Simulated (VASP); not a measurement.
Set up this calculation in VASP 6.6.1, as the native input.

- Task: single point
- Functional: r2SCAN
- Potentials or basis: VASP PAW PBE potentials, release 64 (W_sv, C)
- Cutoff: 520 eV
- k mesh: 13 × 13 × 12
- Occupations: fermi-dirac, width 0.1 eV
- Spin: no spin polarisation
- Dipole correction: no
- Further INCAR settings: ALGO = Normal; EDIFF = 1e-06; NBANDS = 16

The system is WC.

```
W C
1.0
     2.93213    0.00000    0.00000
    -1.46607    2.53930    0.00000
     0.00000    0.00000    2.85496
W C
1 1
Direct
  0.00000 0.00000 0.00000
  0.66667 0.33333 0.50000
```

The input as run:

POSCAR

```
WC
1.0
    2.9321315503     -0.0000000029      0.0000000000
   -1.4660657726      2.5393004112      0.0000000000
    0.0000000000      0.0000000000      2.8549601200
W C
1 1
Direct
    0.0000000000      0.0000000000      0.0000000000
    0.6666666667      0.3333333333      0.5000000000
```

INCAR.step1

```
PREC = Accurate ; ENCUT = 520
ISMEAR = -1 ; SIGMA = 0.1
LREAL = False ; LASPH = True
NELM = 80 ; NBANDS = 16
GGA = PE ; ALGO = Normal
EDIFF = 1E-4 ; LWAVE = True
LCHARG = False
```

INCAR.step2

```
PREC = Accurate ; ENCUT = 520
EDIFF = 1E-6 ; ISMEAR = -1
SIGMA = 0.1 ; LREAL = False
LASPH = True ; NELM = 80
ALGO = Normal ; ISIF = 2
LWAVE = False ; LCHARG = False
METAGGA = R2SCAN ; LMIXTAU = True
NBANDS = 16 ; ISTART = 1
```

KPOINTS

```
regular mesh
0
Gamma
  13 13 12
```

Potentials or basis: VASP PAW PBE potentials, release 64 (W_sv, C).

Launch:

```bash
$ cat potpaw_PBE.64/W_sv/POTCAR potpaw_PBE.64/C/POTCAR > POTCAR
$ cp INCAR.step1 INCAR
$ mpirun -np 1 vasp_std > vasp.out
$ cp INCAR.step2 INCAR
$ mpirun -np 1 vasp_std > vasp.out
```

Results of the run:

- Pressure: -6.1 GPa
- Band gap on the k mesh: zero (bands 9 and 10 overlap by 1.29 eV)

Caveat: the cell stands under tension; the PAW data sets were made with another functional, which shifts forces and pressure a little; spin-orbit coupling is left out, which moves the levels of the heavy elements.

Run time: 2.6 min on 1 thread of Intel Xeon 8259CL, with other jobs on the host, peak memory 0.18 GiB.
